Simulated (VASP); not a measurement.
## Mg2O: relaxation of cell and atoms with PBE

Mg2O:

```
Mg O
1.0
     1.55000    0.89489    4.93333
    -1.55000    0.89489    4.93333
     0.00000   -1.78979    4.93333
Mg O
2 1
Cartesian
  0.0000 0.0000 11.0556
  0.0000 0.0000 3.7444
  0.0000 0.0000 0.0000
```

| Quantity | Value |
| --- | --- |
| Program | VASP 6.6.1 |
| Task | relaxation of cell and atoms |
| Functional | PBE |
| Potentials or basis | VASP PAW PBE potentials, release 64 (Mg, O) |
| Cutoff | 600 eV |
| k mesh | 7 × 7 × 7 |
| Occupations | gaussian, width 0.2 eV |
| Spin | no spin polarisation |
| Dipole correction | no |
| Further INCAR settings | ALGO = Normal; EDIFF = 1e-06; IBRION = 2; EDIFFG = -0.08; NSW = 36; ISIF = 3 |

```yaml
Relaxed_volume: 13.68 Å³/atom
Relaxed_cell: a = 5.326 Å, b = 5.326 Å, c = 5.326 Å, α = 33.52°, β = 33.52°, γ = 33.52°
Space_group_after_relaxing_to_0.1_Å: R-3m (No. 166)
Energy_gained_by_relaxing: 12.5 meV/atom
Ionic_steps: 4
Pressure_after_relaxing: -0.2 GPa
Largest_force_after_relaxing: 0.019 eV/Å
Band_gap_on_the_k_mesh: zero (bands 5 and 6 overlap by 0.44 eV)
```

Forces on the atoms (eV/Å):
```
Mg   0.000  0.000  0.019
Mg   0.000  0.000 -0.019
O    0.000  0.000  0.000
```

Stress tensor (GPa, compression positive):
```
-0.06  0.00  0.00
 0.00 -0.06  0.00
 0.00  0.00 -0.36
```

The path:
```csv
step,energy change (eV),largest force (eV/Å),pressure (GPa),volume (Å³)
1,0.0000,0.6587,1.06,41.06
2,-0.0350,0.0236,-1.15,41.59
3,-0.0350,0.0325,-1.12,41.58
4,-0.0374,0.0188,-0.16,41.04
```

Final structure:
```
Mg O
1.0
     1.53580    0.88669    5.02244
    -1.53580    0.88669    5.02244
     0.00000   -1.77339    5.02244
Mg O
2 1
Direct
  0.74935 0.74935 0.74935
  0.25065 0.25065 0.25065
  0.00000 0.00000 0.00000
```

Levels at points of the mesh, in eV from the Fermi level:
| k point | band 3 | band 4 | band 5 | band 6 | band 7 | band 8 |
| --- | --- | --- | --- | --- | --- | --- |
| (0.00, 0.00, 0.00) | -5.55 | -4.25 | -4.25 | 2.56 | 3.17 | 11.66 |

Run time: 2.1 min on 1 thread of Intel Xeon 8259CL, on a shared host, peak memory 0.27 GiB.

Caveat: semilocal functionals underestimate gaps, so a narrow gap can read as zero.
